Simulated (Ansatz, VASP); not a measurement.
**GaP in VASP and in Ansatz**

```xyz
2
Lattice="0.0000 2.5711 2.5711 2.5711 0.0000 2.5711 2.5711 2.5711 0.0000" Properties=species:S:1:pos:R:3 pbc="T T T"
Ga    0.0000    0.0000    0.0000
P     1.2856    1.2856    1.2856
```

Alike in both runs: task single point; functional PBEsol; k mesh 10 × 10 × 10; no spin polarisation.

|  | VASP | Ansatz |
| --- | --- | --- |
| version | VASP 6.6.1 | Ansatz 0.2.0 |
| potentials or method | VASP PAW PBE potentials, release 64 (Ga_d, P), cutoff 500 eV | scalar-relativistic, plane waves, PAW |
| occupations | gaussian, width 0.01 eV | fixed |
| valence electrons in the cell | 18 | 18 |

|  | VASP | Ansatz | Ansatz less VASP |
| --- | --- | --- | --- |
| gap on the k mesh at the Fermi level (eV) | 1.10 | 1.10 | -0.004 |
| least direct gap on the mesh (eV) | 3.23 | 3.21 | -0.015 |
| pressure (GPa) | 20.4 | 20.6 | +0.23 |

VASP's potentials were made for PBE, not for PBEsol.
